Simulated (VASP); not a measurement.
Wanted: the native input for a VASP 6.6.1 run.

- Task: single point
- Functional: PBE
- Dispersion: D3(BJ)
- Potentials or basis: VASP PAW PBE potentials, release 64 (S, W_sv)
- Cutoff: 520 eV
- k mesh: 9 × 9 × 1
- Occupations: gaussian, width 0.05 eV
- Spin: no spin polarisation
- Dipole correction: yes
- Further INCAR settings: ALGO = Normal; EDIFF = 1e-06; NBANDS = 35

The structure of WS2 lies in POSCAR:

```
WS2
1.0
    3.1595457497      0.0000000000      0.0000000000
   -1.5797728749      2.7362468836      0.0000000000
    0.0000000000      0.0000000000     23.8042575719
S W
4 2
Direct
    0.3333333333      0.6666666667      0.1890418126
    0.3333333333      0.6666666667      0.3214605103
    0.5000000000      0.6666666667      0.4785752612
    0.5000000000      0.6666666667      0.6109939589
    0.6666666667      0.3333333333      0.2552511581
    0.8333333333      0.3333333333      0.5447846067
```

One way to write it, as run:

INCAR

```
  ALGO = Normal
  DIPOL = 0.5 0.5 0.400
  EDIFF = 1E-6
  ENCUT = 520
  GGA = PE
  IDIPOL = 3
  ISIF = 2
  ISMEAR = 0
  IVDW = 12
  LASPH = T
  LCHARG = F
  LDIPOL = T
  LREAL = F
  LWAVE = F
  NBANDS = 35
  NELM = 80
  PREC = Accurate
  SIGMA = 0.05
```

KPOINTS

```
k-points
0
Gamma
  9 9 1
```

Potentials or basis: VASP PAW PBE potentials, release 64 (S, W_sv).

Launch:

```console
$ cat potpaw_PBE.64/S/POTCAR potpaw_PBE.64/W_sv/POTCAR > POTCAR
$ mpirun -np 1 vasp_std > vasp.out
```

It gave:

| Quantity | Value |
| --- | --- |
| Largest force | 0.040 eV/Å |
| Band gap on the k mesh | 1.83 eV, indirect (least direct gap 1.91 eV) |
| Dispersion energy per atom | -0.344 eV |

Caveat: spin-orbit coupling is left out, which moves the levels of the heavy elements.

Run time: 3.9 min on 1 thread of Intel Xeon 6975P-C (shared host), peak memory 0.4 GiB.
